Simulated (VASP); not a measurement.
GeSe, 8 atoms in the cell. Symmetry: Pnma, No. 62, orthorhombic system. The conventional cell has a = 11.010 Å, b = 3.804 Å, c = 4.536 Å, α = 90.00°, β = 90.00°, γ = 90.00°. Within 3.6 Å of Ge (site symmetry m) lie 6 Se at 2.56 to 3.51 Å and 2 Ge at 3.51 Å. Within 3.9 Å of Se (site symmetry m) lie 6 Ge at 2.56 to 3.51 Å and 8 Se at 3.71 to 3.80 Å. 

* Program: VASP 6.6.1
* Task: single point
* Functional: r2SCAN
* Dispersion: rVV10
* Potentials or basis: VASP PAW PBE potentials, release 64 (Ge_d, Se)
* Cutoff: 550 eV
* k mesh: 2 × 6 × 6
* Occupations: fermi-dirac, width 0.02 eV
* Spin: no spin polarisation
* Dipole correction: no
* Further INCAR settings: ALGO = Normal; EDIFF = 1e-06; NBANDS = 50

Potentials or basis: VASP PAW PBE potentials, release 64 (Ge_d, Se).

Command:

```sh
$ cat potpaw_PBE.64/Ge_d/POTCAR potpaw_PBE.64/Se/POTCAR > POTCAR
$ cp INCAR.step1 INCAR
$ mpirun -np 1 vasp_std > vasp.out
$ cp INCAR.step2 INCAR
$ mpirun -np 1 vasp_std > vasp.out
```

Hardware: 1 thread of Oxide Virtual Turin-like Processor, on a shared host.

Problem. How long does it take, and how much memory?

Solution. Run time: 33 min on 1 thread of Oxide Virtual Turin-like Processor, with other jobs on the host, peak memory 0.77 GiB. Counts: k points 32.
